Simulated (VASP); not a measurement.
**Ti2Co: single point with PBEsol**

Crystal: Ti2Co.

```
Ti Co
1.0
     0.00000    3.34394    3.34394
     3.34394    0.00000    3.34394
     3.34394    3.34394    0.00000
Ti Co
4 2
Direct
  0.62500 0.62500 0.62500
  0.12500 0.62500 0.62500
  0.62500 0.62500 0.12500
  0.62500 0.12500 0.62500
  0.00000 0.00000 0.00000
  0.25000 0.25000 0.25000
```

```
Program                : VASP 6.6.1
Task                   : single point
Functional             : PBEsol
Potentials or basis    : VASP PAW PBE potentials, release 64 (Ti_sv, Co)
Cutoff                 : 520 eV
k mesh                 : 10 × 10 × 10
Occupations            : gaussian, width 0.1 eV
Spin                   : collinear spin, ferromagnetic start
Starting moments       : [0.0, 0.0, 0.0, 0.0, 1.11, 1.11] μB
Dipole correction      : no
Further INCAR settings : ALGO = Normal; EDIFF = 1e-06; NBANDS = 46
```

```json
{
 "Pressure": "19.5 GPa",
 "Net moment": "0.98 μB per cell",
 "Site moments": "Ti +0.04; Co +0.44 μB",
 "Valence electrons inside the program's atomic spheres": "Ti 10.82; Co 8.15"
}
```

Levels at points of the mesh, in eV from the Fermi level:
Spin up:
| k point | band 31 | band 32 | band 33 | band 34 | band 35 | band 36 | band 37 | band 38 |
| --- | --- | --- | --- | --- | --- | --- | --- | --- |
| (0.00, 0.00, 0.00) | -1.18 | -0.06 | -0.06 | -0.06 | -0.05 | -0.05 | 4.09 | 4.09 |
| (0.50, 0.00, 0.00) | -0.57 | -0.57 | -0.12 | -0.12 | 1.02 | 1.02 | 1.21 | 1.70 |
| (0.50, 0.50, 0.00) | -0.53 | -0.53 | 0.36 | 0.36 | 0.61 | 0.61 | 1.61 | 1.61 |
Spin down:
| k point | band 30 | band 31 | band 32 | band 33 | band 34 | band 35 |
| --- | --- | --- | --- | --- | --- | --- |
| (0.00, 0.00, 0.00) | -0.84 | -0.84 | 0.18 | 0.18 | 0.22 | 0.22 |
| (0.50, 0.00, 0.00) | -0.44 | -0.44 | -0.16 | -0.10 | -0.10 | 1.26 |
| (0.50, 0.50, 0.00) | -0.53 | -0.16 | -0.16 | 0.48 | 0.48 | 0.89 |

Run time: 5.2 min on 1 thread of Intel(R) Xeon(R) Platinum 8488C (Sapphire Rapids) (shared host), peak memory 0.39 GiB.

Caveat: the cell stands under pressure; the PAW data sets were made with another functional, which shifts forces and pressure a little.
